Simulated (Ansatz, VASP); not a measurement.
## Two plane-wave programs on Pt

Contents of INCAR:

```
  PREC = Accurate
  ENCUT = 600
  EDIFF = 1E-6
  ISMEAR = 0
  SIGMA = 0.1
  LREAL = F
  LASPH = T
  NELM = 60
  ALGO = Fast
  ISIF = 3
  LWAVE = F
  LCHARG = F
  GGA = PS
  IBRION = 2
  NSW = 80
  EDIFFG = -0.01
```

KPOINTS

```
Automatic mesh
0
Gamma
  18 18 18
```

File POSCAR:

```
Pt
1.0
    0.0000000000      1.9578849164      1.9578849164
    1.9578849164      0.0000000000      1.9578849164
    1.9578849164      1.9578849164      0.0000000000
Pt
1
Direct
    0.0000000000      0.0000000000      0.0000000000
```

Input for Ansatz:

```yaml
crystal:
  lattice:
    - [0.0, 1.9578849164, 1.9578849164]
    - [1.9578849164, 0.0, 1.9578849164]
    - [1.9578849164, 1.9578849164, 0.0]
  atoms:
    - { symbol: Pt, position: [0.0, 0.0, 0.0] }
basis:
  ecutwfc: 420
kpoints:
  mp_grid: { grid: [18, 18, 18] }
hamiltonian:
  xc: pbesol
scf:
  occupations: { method: gaussian, width: 0.1 }
output:
  forces: true
  stress: true
  eigenvalues: true
relax:
  adjacent_minimum: "off"
  f_tol: 0.01
  max_steps: 60
  cell: { stress_tol: 0.1 }
```

Alike in both runs: task relaxation of cell and atoms; functional PBEsol; k mesh 18 × 18 × 18; occupations gaussian, width 0.1 eV; no spin polarisation.

|  | VASP | Ansatz |
| --- | --- | --- |
| version | VASP 6.6.1 | Ansatz 0.2.0 |
| potentials or method | VASP PAW PBE potentials, release 64 (Pt), cutoff 600 eV | scalar-relativistic, plane waves, PAW |
| valence electrons in the cell | 10 | 18 |

Ansatz gave:

| Item | Value |
| --- | --- |
| gap on the k mesh at the Fermi level, each at its own relaxed structure (eV) | none |
| relaxed volume (Å³/atom) | 15.04 |
| relaxed cell length with the largest relative difference (Å) | 2.770 |

**Question.** What did VASP give for the same quantities?

**Answer.** gap on the k mesh at the Fermi level, each at its own relaxed structure (eV): none; relaxed volume (Å³/atom): 15.02; relaxed cell length with the largest relative difference (Å): 2.769.

VASP's potentials were made for PBE, not for PBEsol. A gap of «none» marks a metal or a gap that the smearing closes. VASP's potentials hold 10 valence electrons a cell and Ansatz's 18, so a difference there can come from the potentials and not from the codes.

Spin-orbit coupling is off throughout.
